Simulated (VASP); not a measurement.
# C in VASP: single point with PBE+D3(BJ)

Aim: the single point of C with PBE+D3(BJ).

All numbers are computed with VASP 6.6.1; they aren't measurements. Logs are shortened: lines on timing, memory, paths and dates and some standing lists are left out, and cuts for length are marked.

### 1 The cell of the first run

The cell holds a slab with vacuum, 4 atoms: a = 2.466 Å, b = 2.466 Å, c = 17.500 Å, α = 90.00°, β = 90.00°, γ = 120.00°.

### 2 Single point, PBE+D3(BJ) (layers slid over each other)

INCAR reads:

```
PREC = Accurate
ENCUT = 520
EDIFF = 1E-7
ISMEAR = 0
SIGMA = 0.1
LREAL = False
LASPH = True
NELM = 100
ALGO = Normal
ISIF = 2
LWAVE = False
LCHARG = True
LDIPOL = True
IDIPOL = 3
DIPOL = 0.5 0.5 0.349
GGA = PE
IVDW = 12
LELF = True
LVHAR = True
LVACPOTAV = True
NBANDS = 16
```

KPOINTS reads:

```
regular mesh
0
Gamma
  15 15 1
```

POSCAR reads:

```
C
1.0
    2.4656524409      0.0000000000      0.0000000000
   -1.2328262205      2.1353176507      0.0000000000
    0.0000000000      0.0000000000     17.5000663885
C
4
Direct
    0.6666666667      0.3333333333      0.2571437784
    0.3333333333      0.6666666667      0.2571418816
    1.3333333333      0.6666666667      0.4405735508
    1.6666666667      0.3333333333      0.4405716540
```

Potentials or basis: VASP PAW PBE potentials, release 64 (C).

The run is started by

```console
cat potpaw_PBE.64/C/POTCAR > POTCAR
mpirun -np 1 vasp_std > vasp.out
```

OUTCAR:

```text
PREC = Accurate
   ENCUT = 520
   EDIFF = 1E-7
   ISMEAR = 0
   LREAL = False
   LASPH = True
   NELM = 100
   ISIF = 2
   GGA = PE
   IVDW = 12
 IVDW          = 12

 ion  position               nearest neighbor table
   1  0.667  0.333  0.257-   2 1.42   2 1.42   2 1.42
   2  0.333  0.667  0.257-   1 1.42   1 1.42   1 1.42
   3  0.333  0.667  0.441-   4 1.42   4 1.42   4 1.42
   4  0.667  0.333  0.441-   3 1.42   3 1.42   3 1.42

  LATTYP: Found a hexagonal cell.
 ALAT       =     2.4656524409
 C/A-ratio  =     7.0975398228

  Lattice vectors:

 A1 = (   2.4656524409,   0.0000000000,   0.0000000000)
 A2 = (  -1.2328262205,   2.1353176507,   0.0000000000)
 A3 = (   0.0000000000,   0.0000000000,  17.5000663885)

Analysis of symmetry for initial positions (statically):
=====================================================================
 Subroutine PRICEL returns:
 Original cell was already a primitive cell.

 Routine SETGRP: Setting up the symmetry group for a
 hexagonal supercell.

 Subroutine GETGRP returns: Found 24 space group operations
 (whereof 12 operations were pure point group operations)
 out of a pool of 24 trial point group operations.

The static configuration has the point symmetry C_6v.
 The point group associated with its full space group is D_6h.

Analysis of symmetry for dynamics (positions and initial velocities):
=====================================================================
 Subroutine PRICEL returns:
 Original cell was already a primitive cell.

 Routine SETGRP: Setting up the symmetry group for a
 hexagonal supercell.

 Subroutine GETGRP returns: Found 24 space group operations
 (whereof 12 operations were pure point group operations)
 out of a pool of 24 trial point group operations.

The dynamic configuration has the point symmetry C_6v.
 The point group associated with its full space group is D_6h.

 Subroutine INISYM returns: Found 24 space group operations
 (whereof 12 operations are pure point group operations),
 and found     1 'primitive' translations

----------------------------------------------------------------------------------------

                                     Primitive cell

  volume of cell :      92.1370

  direct lattice vectors                    reciprocal lattice vectors
     2.465652441  0.000000000  0.000000000     0.405572166  0.234157199  0.000000000
    -1.232826221  2.135317651  0.000000000     0.000000000  0.468314398  0.000000000
     0.000000000  0.000000000 17.500066388     0.000000000  0.000000000  0.057142640

  length of vectors
     2.465652441  2.465652441 17.500066388     0.468314398  0.468314398  0.057142640

  position of ions in fractional coordinates (direct lattice)
     0.666666667  0.333333333  0.257143778
     0.333333333  0.666666667  0.257141882
     0.333333333  0.666666667  0.440573551
     0.666666667  0.333333333  0.440571654

  ion indices of the primitive-cell ions
   primitive index   ion index
                 1           1
                 2           2
                 3           3
                 4           4

----------------------------------------------------------------------------------------

 KPOINTS: regular mesh

Automatic generation of k-mesh.
 Grid dimensions read from file:
 generate k-points for:   15   15    1

 Generating k-lattice:

  Cartesian coordinates                     Fractional coordinates (reciprocal lattice)
     0.027038144  0.015610480  0.000000000     0.066666667  0.000000000  0.000000000
     0.000000000  0.031220960  0.000000000     0.000000000  0.066666667  0.000000000
     0.000000000  0.000000000  0.057142640     0.000000000  0.000000000  1.000000000

  Length of vectors
     0.031220960  0.031220960  0.057142640

  Shift w.r.t. Gamma in fractional coordinates (k-lattice)
     0.000000000  0.000000000  0.000000000

 Subroutine IBZKPT returns following result:
 ===========================================

 Found     27 irreducible k-points:

 Following reciprocal coordinates:
            Coordinates               Weight
  0.000000  0.000000  0.000000      1.000000
  0.066667  0.000000  0.000000      6.000000
  0.133333  0.000000  0.000000      6.000000
  0.200000  0.000000  0.000000      6.000000
  0.266667  0.000000  0.000000      6.000000
  0.333333  0.000000  0.000000      6.000000
[... 16 lines left out ...]
  0.333333  0.200000  0.000000     12.000000
  0.400000  0.200000  0.000000      6.000000
 [... further k-points ...]
   k-points           NKPTS =     27   k-points in BZ     NKDIM =     27   number of bands    NBANDS=     16
   number of dos      NEDOS =    301   number of ions     NIONS =      4
   total plane-waves  NPLWV =  45360
   dimension x,y,z NGX =    18 NGY =   18 NGZ =  140
   dimension x,y,z NGXF=    36 NGYF=   36 NGZF=  280
   ions per type =               4
   NGX,Y,Z   is equivalent  to a cutoff of  12.14, 12.14, 13.30 a.u.
   NGXF,Y,Z  is equivalent  to a cutoff of  24.27, 24.27, 26.60 a.u.
 SYSTEM =  unknown system
   PREC   = accura    normal or accurate (medium, high low for compatibility)
   ISTART =      0    job   : 0-new  1-cont  2-samecut
   ICHARG =      2    charge: 1-file 2-atom 10-const
   ISPIN  =      1    spin polarized calculation?
   LNONCOLLINEAR =      F non collinear calculations
   LSORBIT =      F    spin-orbit coupling
   LASPH  =      T    aspherical Exc in radial PAW
   ENCUT  =  520.0 eV  38.22 Ry    6.18 a.u.   4.58  4.58 32.54*2*pi/ulx,y,z
   NELM   =    100;   NELMIN=  2; NELMDL= -5     # of ELM steps
   EDIFF  = 0.1E-06   stopping-criterion for ELM
   LREAL  =      F    real-space projection
   EDIFFG = 0.1E-05   stopping-criterion for IOM
   NSW    =      0    number of steps for IOM
   IBRION =     -1    ionic relax: 0-MD 1-quasi-New 2-CG
   NFREE  =      0    steps in history (QN), initial steepest desc. (CG)
   ISIF   =      2    stress and relaxation
   ISYM   =      2    0-nonsym 1-usesym 2-fastsym
   POTIM  = 0.5000    time-step for ionic-motion
   TEBEG  =    0.0;   TEEND  =   0.0 temperature during run
   PSTRESS=    0.0 pullay stress
   NELECT =      16.0000    total number of electrons
   NUPDOWN=      -1.0000    fix difference up-down
   EMIN   =  10.00;   EMAX   =-10.00  energy-range for DOS
   EFERMI =   0.00;   METHOD = LEGACY
   ISMEAR =     0;   SIGMA  =   0.10  broadening in eV -4-tet -1-fermi 0-gaus
   EFERMI_NEDOS =   21; number of points for ismear=-14 and -15
   IALGO  =     38    algorithm
   IMIX   =      4    mixing-type and parameters
     AMIX     =   0.40;   BMIX     =  1.00
     AMIX_MAG =   1.60;   BMIX_MAG =  1.00
  volume/ion in A,a.u.               =      23.03       155.44
  Fermi-wavevector in a.u.,A,eV,Ry     =   0.913349  1.725980 11.350070  0.834207
  Thomas-Fermi vector in A             =   2.037850
   LORBIT       =      0    0 simple, 1 ext, 2 COOP (PROOUT), +10 PAW based schemes
   GGA     = PE    functional components
   LHFCALC =     F    Hartree Fock is set to
   AEXX    =    0.0000 exact exchange contribution
   IVDW    =    12    specifies the selected vdW correction
   LEPSILON=     F    determine dielectric tensor
   LRPA    =     F    only Hartree local field effects (RPA)
 non-spin polarized calculation
 Gauss-broadening in eV      SIGMA  =   0.10
  energy-cutoff  :      520.00
  volume of cell :       92.14
 maximum number of plane-waves:      2516
   NGX =  9   NGY =  9   NGZ = 65

 dipolmoment           0.000000      0.000000      0.000283 electrons x Angstroem

 number of electron      15.9999996 magnetization

 dipolmoment           0.000000      0.000000     -0.000130 electrons x Angstroem

 Free energy of the ion-electron system (eV)
  ---------------------------------------------------
  ext. energy  EPLUGINS =         0.00000000
  ---------------------------------------------------
  free energy    TOTEN  =       -36.81392521 eV

  energy without entropy =      -36.81392521  energy(sigma->0) =      -36.81392521

 E-fermi :  -0.8230     XC(G=0):  -4.3990

 val. band max:       -1.2810971107   @ k =   0.3333   0.3333   0.0000
 cond. band min:      -0.4102767992   @ k =   0.3333   0.3333   0.0000
 fundamental gap:      0.8708203115
 Fermi energy:        -0.8229869811

 k-point     1 :       0.0000    0.0000    0.0000
  band No.  band energies     occupation
      1     -20.4742      2.00000
      2     -20.2611      2.00000
      3      -9.0564      2.00000
      4      -7.8368      2.00000
      5      -3.8913      2.00000
      6      -3.8913      2.00000
[... 8 lines left out ...]
     15       7.4350      0.00000
     16       7.5111      0.00000

 k-point     2 :       0.0667    0.0000    0.0000
  band No.  band energies     occupation
      1     -20.3685      2.00000
      2     -20.1566      2.00000
      3      -8.9293      2.00000
      4      -7.7137      2.00000
      5      -4.3189      2.00000
      6      -4.2842      2.00000
[... 8 lines left out ...]
     15       7.5659      0.00000
     16       7.8868      0.00000

 k-point     3 :       0.1333    0.0000    0.0000
  band No.  band energies     occupation
      1     -20.0521      2.00000
      2     -19.8438      2.00000
      3      -8.5500      2.00000
      4      -7.3467      2.00000
      5      -5.4544      2.00000
      6      -5.4056      2.00000
[... 8 lines left out ...]
     15       7.5975      0.00000
     16       8.9608      0.00000
[... 362 lines left out ...]
 k-point    23 :       0.3333    0.2000    0.0000
  band No.  band energies     occupation
      1     -15.5206      2.00000
      2     -15.3615      2.00000
      3     -12.5490      2.00000
      4     -12.4265      2.00000
      5      -9.5902      2.00000
      6      -9.5095      2.00000
[... 8 lines left out ...]
     15      10.2249      0.00000
     16      11.0353      0.00000

 k-point    24 :       0.4000    0.2000    0.0000
  band No.  band energies     occupation
      1     -14.5907      2.00000
      2     -14.4373      2.00000
      3     -13.5887      2.00000
      4     -13.4595      2.00000
      5      -9.7234      2.00000
      6      -9.6417      2.00000
[... 8 lines left out ...]
     15      11.0563      0.00000
     16      11.3430      0.00000

 [... further k-points ...]

------------------------ aborting loop because EDIFF is reached ----------------------------------------

 Edisp (eV)   -0.49401

 E8    (eV) :    -0.1484

  FORCE on cell =-STRESS in cart. coord.  units (eV):
  Direction    XX          YY          ZZ          XY          YZ          ZX
  --------------------------------------------------------------------------------------
  -------------------------------------------------------------------------------------
  Total       0.00888     0.00888     0.68232    -0.00000     0.00000     0.00000
  in kB       0.15447     0.15447    11.86497    -0.00000     0.00000     0.00000
  external pressure =        4.06 kB  Pullay stress =        0.00 kB

 VOLUME and BASIS-vectors are now :
 -----------------------------------------------------------------------------
  energy-cutoff  :      520.00
  volume of cell :       92.14
      direct lattice vectors                 reciprocal lattice vectors
     2.465652441  0.000000000  0.000000000     0.405572166  0.234157199  0.000000000
    -1.232826221  2.135317651  0.000000000     0.000000000  0.468314398  0.000000000
     0.000000000  0.000000000 17.500066388     0.000000000  0.000000000  0.057142640

 POSITION                                       TOTAL-FORCE (eV/Angst)
 -----------------------------------------------------------------------------------
      1.23283      0.71177      4.50003        -0.000000     -0.000000     -0.110189
     -0.00000      1.42355      4.50000         0.000000      0.000000     -0.110189
     -0.00000      1.42355      7.71007         0.000000      0.000000      0.110189
      1.23283      0.71177      7.71003        -0.000000     -0.000000      0.110189
 -----------------------------------------------------------------------------------
    total drift:                                0.000000      0.000000     -0.029646

  FREE ENERGIE OF THE ION-ELECTRON SYSTEM (eV)
  ---------------------------------------------------
  free  energy   TOTEN  =       -37.3079321571 eV

  energy  without entropy=      -37.3079321570  energy(sigma->0) =      -37.30793216

 vacuum level on the upper side and lower side of the slab         3.452         3.457
```

It took 58 s on 1 thread of Intel Xeon Platinum 8375C at 2.90GHz (Ice Lake), shared host; peak memory 0.21 GiB.

What came out:

```yaml
Free_energy: -37.3079 eV
Largest_force: 0.110 eV/Å
Dispersion_energy_per_atom: -0.124 eV
```

Forces in eV/Å, atoms in the order of the input:
```
C    0.000  0.000 -0.110
C    0.000  0.000 -0.110
C    0.000  0.000  0.110
C    0.000  0.000  0.110
```

Caveat: the cell differs from its parent crystal (layers slid over each other).
